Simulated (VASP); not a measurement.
# NiO (R-3m) in VASP: a series of runs

The runs below take NiO through single point, with PBE.

Program: VASP 6.6.1. These are calculated values, not measurements. Logs are shortened: lines on timing, memory, paths and dates and some standing lists are left out, and cuts for length are marked.

### 1 The cell of the first run

The structure is trigonal, space group R-3m (No. 166). The conventional cell has a = 2.347 Å, b = 2.347 Å, c = 11.500 Å, α = 90.00°, β = 90.00°, γ = 120.00°. Ni (site symmetry -3m) has 6 Ni at 2.35 Å and 6 O at 2.35 Å within 3.1 Å. Within 3.1 Å of O (site symmetry -3m) lie 6 O at 2.35 Å and 6 Ni at 2.35 Å.

### 2 Single point, PBE, collinear spin, ferromagnetic start

The input, INCAR:

```
PREC = Accurate ; ENCUT = 520
EDIFF = 1E-6 ; ISMEAR = 0
SIGMA = 0.15 ; LREAL = False
LASPH = True ; NELM = 150
ALGO = Normal ; ISIF = 2
LWAVE = False ; LCHARG = False
ISPIN = 2 ; MAGMOM = 1.61 0.33
LORBIT = 11 ; LMAXMIX = 4
GGA = PE ; NBANDS = 19
```

The input, KPOINTS:

```
regular mesh
0
Gamma
  22 22 22
```

The input, POSCAR:

```
NiO
1.0
    1.1065825647      2.7664564117      2.7664564117
    2.7664564117      1.1065825647      2.7664564117
    2.7664564117      2.7664564117      1.1065825647
Ni O
1 1
Direct
    0.0000000000      0.0000000000      0.0000000000
    0.5000000000      0.5000000000      0.5000000000
```

Potentials or basis: VASP PAW PBE potentials, release 64 (Ni, O).

Launch:

```
$ cat potpaw_PBE.64/Ni/POTCAR potpaw_PBE.64/O/POTCAR > POTCAR
$ mpirun -np 1 vasp_std > vasp.out
```

OUTCAR:

```text
PREC = Accurate
   ENCUT = 520
   EDIFF = 1E-6
   ISMEAR = 0
   LREAL = False
   LASPH = True
   NELM = 150
   ISIF = 2
   ISPIN = 2
   LORBIT = 11
   GGA = PE

 ion  position               nearest neighbor table
   1  0.000  0.000  0.000-   2 2.35   2 2.35   2 2.35   2 2.35   2 2.35   2 2.35
   2  0.500  0.500  0.500-   1 2.35   1 2.35   1 2.35   1 2.35   1 2.35   1 2.35

  LATTYP: Found a trigonal (rhomboedric) cell.
 ALAT       =     4.0658439626
 COS(alpha) =     0.8333333333

  Lattice vectors:

 A1 = (   1.1065825647,   2.7664564117,   2.7664564117)
 A2 = (   2.7664564117,   1.1065825647,   2.7664564117)
 A3 = (   2.7664564117,   2.7664564117,   1.1065825647)

Analysis of symmetry for initial positions (statically):
=====================================================================
 Subroutine PRICEL returns:
 Original cell was already a primitive cell.

 Routine SETGRP: Setting up the symmetry group for a
 trigonal (rhombohedral) supercell.

 Subroutine GETGRP returns: Found 12 space group operations
 (whereof 12 operations were pure point group operations)
 out of a pool of 12 trial point group operations.

The static configuration has the point symmetry D_3d.

Analysis of symmetry for dynamics (positions and initial velocities):
=====================================================================
 Subroutine PRICEL returns:
 Original cell was already a primitive cell.

 Routine SETGRP: Setting up the symmetry group for a
 trigonal (rhombohedral) supercell.

 Subroutine GETGRP returns: Found 12 space group operations
 (whereof 12 operations were pure point group operations)
 out of a pool of 12 trial point group operations.

The dynamic configuration has the point symmetry D_3d.

Analysis of structural, dynamic, and magnetic symmetry:
=====================================================================
 Subroutine PRICEL returns:
 Original cell was already a primitive cell.

 Routine SETGRP: Setting up the symmetry group for a
 trigonal (rhombohedral) supercell.

 Subroutine GETGRP returns: Found 12 space group operations
 (whereof 12 operations were pure point group operations)
 out of a pool of 12 trial point group operations.

The overall configuration has the point symmetry D_3d.

 Subroutine INISYM returns: Found 12 space group operations
 (whereof 12 operations are pure point group operations),
 and found     1 'primitive' translations

----------------------------------------------------------------------------------------

                                     Primitive cell
[... 108 lines left out ...]
   IALGO  =     38    algorithm
   IMIX   =      4    mixing-type and parameters
     AMIX     =   0.40;   BMIX     =  1.00
     AMIX_MAG =   1.60;   BMIX_MAG =  1.00
  volume/ion in A,a.u.               =       9.15        61.72
  Fermi-wavevector in a.u.,A,eV,Ry     =   1.565620  2.958593 33.350146  2.451167
  Thomas-Fermi vector in A             =   2.668069
   LORBIT       =     11    0 simple, 1 ext, 2 COOP (PROOUT), +10 PAW based schemes
   GGA     = PE    functional components
   LHFCALC =     F    Hartree Fock is set to
   AEXX    =    0.0000 exact exchange contribution
   IVDW    =     0    specifies the selected vdW correction
   LEPSILON=     F    determine dielectric tensor
   LRPA    =     F    only Hartree local field effects (RPA)
 spin polarized calculation
 Gauss-broadening in eV      SIGMA  =   0.15
  energy-cutoff  :      520.00
  volume of cell :       18.29
 maximum number of plane-waves:       518
   NGX = 15   NGY = 15   NGZ = 15

 number of electron      16.0000007 magnetization       1.8742404

 Free energy of the ion-electron system (eV)
  ---------------------------------------------------
  ext. energy  EPLUGINS =         0.00000000
  ---------------------------------------------------
  free energy    TOTEN  =        -8.97703611 eV

  energy without entropy =       -8.95560735  energy(sigma->0) =       -8.96632173

 E-fermi :   6.9398     XC(G=0): -12.8200

 val. band max:        6.9396356838   @ k =  -0.0909  -0.0909   0.0455
 cond. band min:       6.9404251149   @ k =  -0.4091   0.3182   0.1364
 fundamental gap:      0.0007894311
 Fermi energy:         6.9397557085

 spin component 1

 k-point     1 :       0.0000    0.0000    0.0000
  band No.  band energies     occupation
      1     -13.1640      1.00000
      2       1.1828      1.00000
      3       1.2483      1.00000
      4       4.3235      1.00000
      5       4.3235      1.00000
      6       5.8233      1.00000
[... 517 lines left out ...]
     18      37.6743      0.00000
     19      40.1061      0.00000

 [... further k-points ...]

 spin component 2

 k-point     1 :       0.0000    0.0000    0.0000
  band No.  band energies     occupation
      1     -11.8891      1.00000
      2       1.6480      1.00000
      3       1.9069      1.00000
      4       5.3917      1.00000
      5       5.3917      1.00000
      6       6.8923      0.67276
[... 517 lines left out ...]
     18      38.1228      0.00000
     19      40.4610      0.00000

 [... further k-points ...]
[... 5 lines left out ...]
  --------------------------------------------------------------------------------------
  -------------------------------------------------------------------------------------
  Total        1.0865027      1.0865027      1.0865027     -3.3227929     -3.3227929     -3.3227929
  in kB       95.1603776     95.1603776     95.1603776   -291.0238777   -291.0238777   -291.0238777
  external PRESSURE =      95.1603776 kB  Pullay stress =       0.0000000 kB

 VOLUME and BASIS-vectors are now :
 -----------------------------------------------------------------------------
  energy-cutoff  :      520.00
  volume of cell :       18.29
      direct lattice vectors                 reciprocal lattice vectors
     1.106582565  2.766456412  2.766456412    -0.351432330  0.251023093  0.251023093
     2.766456412  1.106582565  2.766456412     0.251023093 -0.351432330  0.251023093
     2.766456412  2.766456412  1.106582565     0.251023093  0.251023093 -0.351432330

 POSITION                                       TOTAL-FORCE (eV/Angst)
 -----------------------------------------------------------------------------------
      0.00000      0.00000      0.00000        -0.000000      0.000000      0.000000
      3.31975      3.31975      3.31975         0.000000     -0.000000     -0.000000
 -----------------------------------------------------------------------------------
    total drift:                                0.000000      0.000000      0.000000

  FREE ENERGIE OF THE ION-ELECTRON SYSTEM (eV)
  ---------------------------------------------------
  free  energy   TOTEN  =        -8.9770361108 eV

  energy  without entropy=       -8.9556073467  energy(sigma->0) =       -8.96632173

 total charge

# of ion       s       p       d       tot
------------------------------------------
    1        0.422   0.421   8.336   9.179
    2        1.626   3.123   0.000   4.749
--------------------------------------------------
tot          2.047   3.544   8.336  13.928

 magnetization (x)

# of ion       s       p       d       tot
------------------------------------------
    1       -0.028  -0.035   1.055   0.992
    2        0.010   0.779   0.000   0.790
--------------------------------------------------
tot         -0.018   0.744   1.055   1.781
```

stdout:

```text
POSCAR found type information on POSCAR NiO
 POSCAR found :  2 types and       2 ions
 scaLAPACK will be used
 LDA part: xc-table for (Slater+PW92), standard interpolation
 POSCAR, INCAR and KPOINTS ok, starting setup
 FFT: planning ... GRIDC
 FFT: planning ... GRID_SOFT
 FFT: planning ... GRID
 WAVECAR not read
 entering main loop
```

It took 19 min on 1 thread of Intel Xeon 6975P-C (Granite Rapids), shared host; peak memory 0.65 GiB.

Results:

```yaml
Free_energy: -8.9770 eV
Pressure: 9.5 GPa
Net_moment: 1.87 μB per cell
Site_moments: Ni +0.99; O +0.79 μB
Valence_electrons_inside_the_program's_atomic_spheres: Ni 9.18; O 4.75
```

Caveat: the cell stands under pressure; a cell with one magnetic atom can't hold antiferromagnetic order, which such compounds often take; semilocal functionals often make such compounds metallic where correlation or magnetic order opens a gap, which also shifts bond lengths.

### 3 Single point, PBE, collinear spin, ferromagnetic start

This run uses another cell than the first one, of the same volume but with other edges.

The input, INCAR:

```
SYSTEM = NiO
ALGO = Fast
EDIFF = 1E-6
ENCUT = 520
GGA = PE
ISIF = 2
ISMEAR = 0
ISPIN = 2
LASPH = .True.
LCHARG = .False.
LMAXMIX = 4
LORBIT = 11
LREAL = .False.
LWAVE = .False.
MAGMOM = 1.61 0.33
NBANDS = 19
NELM = 150
PREC = Accurate
SIGMA = 0.15
```

The input, KPOINTS:

```
k-points
0
Gamma
  22 22 22
  0 0 0
```

The input, POSCAR:

```
NiO
1.0
   -0.4532164904      1.8910067358      1.8910067358
    1.8910067358     -0.4532164904      1.8910067358
    1.8910067358      1.8910067358     -0.4532164904
Ni O
1 1
Direct
    0.0000000000      0.0000000000      0.0000000000
    0.5000000000      0.5000000000      0.5000000000
```

Potentials or basis: VASP PAW PBE potentials, release 64 (Ni, O).

Launch:

```
$ cat potpaw_PBE.64/Ni/POTCAR potpaw_PBE.64/O/POTCAR > POTCAR
$ mpirun -np 1 vasp_std > vasp.out
```

It took 14 min on 1 thread of Oxide Virtual Turin-like, shared host; peak memory 0.55 GiB.

The run converged. Its results:

```
Free energy                                           : -11.0207 eV
Pressure                                              : -2.4 GPa
Net moment                                            : 1.56 μB per cell
Site moments                                          : Ni +1.25; O +0.27 μB
Valence electrons inside the program's atomic spheres : Ni 8.94; O 4.93
```

Stress tensor (GPa, compression positive):
```
-2.39 10.28 10.28
10.28 -2.39 10.28
10.28 10.28 -2.39
```

Levels at points of the mesh, in eV from the Fermi level:
Spin up:
```csv
k point,band 6,band 7,band 8,band 9,band 10,band 11,band 12,band 13
"(0.00, 0.00, 0.00)",-2.44,-2.44,-1.80,-1.76,1.47,16.67,16.67,17.53
"(0.50, 0.00, 0.00)",-1.96,-0.92,-0.06,0.50,6.14,8.72,14.57,19.86
"(0.50, 0.50, 0.00)",-2.40,-2.18,-1.72,-1.20,6.05,10.15,13.86,14.40
"(0.50, 0.50, 0.50)",-1.24,-0.60,0.49,0.49,4.81,9.99,9.99,13.74
```
Spin down:
```
           k point  band 3  band 4  band 5  band 6  band 7  band 8  band 9  band 10  band 11  band 12
(0.00, 0.00, 0.00)   -2.48   -2.30   -2.30   -1.17   -0.97   -0.39   -0.39     1.88    16.86    16.86
(0.50, 0.00, 0.00)   -4.37   -2.78   -1.63   -1.10    0.00    1.46    2.07     6.31     9.21    14.77
(0.50, 0.50, 0.00)   -4.65   -2.55   -1.88   -0.87   -0.71   -0.10   -0.06     6.47    10.47    14.17
(0.50, 0.50, 0.50)   -5.56   -5.56   -0.33   -0.33    0.27    2.16    2.16     4.93    10.19    10.19
```

Caveat: a cell with one magnetic atom can't hold antiferromagnetic order, which such compounds often take; semilocal functionals often make such compounds metallic where correlation or magnetic order opens a gap, which also shifts bond lengths.
